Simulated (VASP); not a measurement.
The system is GaGe3.

```
Ge Ga
1.0
     0.00000    3.38717    3.38717
     3.38717    0.00000    3.38717
     3.38717    3.38717    0.00000
Ge Ga
3 1
Direct
  0.50000 0.50000 0.50000
  0.75000 0.75000 0.75000
  0.25000 0.25000 0.25000
  0.00000 0.00000 0.00000
```

* Program: VASP 6.6.1
* Task: relaxation of cell and atoms
* Functional: PBEsol
* Potentials or basis: VASP PAW PBE potentials, release 64 (Ge_d, Ga_d)
* Cutoff: 600 eV
* k mesh: 7 × 7 × 7
* Occupations: fermi-dirac, width 0.05 eV
* Spin: no spin polarisation

At the start: pressure -4.0 GPa; volume 19.43 Å³/atom.

Question: How do energy, volume and symmetry change on relaxing?

Answer: Over 4 steps the energy falls by 14.6 meV/atom and the volume is 18.33 Å³/atom (-5.6 %); space group Fm-3m (No. 225, to 0.1 Å) before and after.

The path:
```
step  energy change (eV)  largest force (eV/Å)  pressure (GPa)  volume (Å³)
   1              0.0000                0.0000           -4.01        77.72
   2             -0.0563                0.0000            0.75        72.38
   3             -0.0583                0.0000            0.18        73.16
   4             -0.0583                0.0000           -0.03        73.34
```

Final structure:
```
Ge Ga
1.0
     0.00000    3.32226    3.32226
     3.32226    0.00000    3.32226
     3.32226    3.32226    0.00000
Ge Ga
3 1
Direct
  0.50000 0.50000 0.50000
  0.75000 0.75000 0.75000
  0.25000 0.25000 0.25000
  0.00000 0.00000 0.00000
```

Caveat: the PAW data sets were made with another functional, which shifts forces and pressure a little.
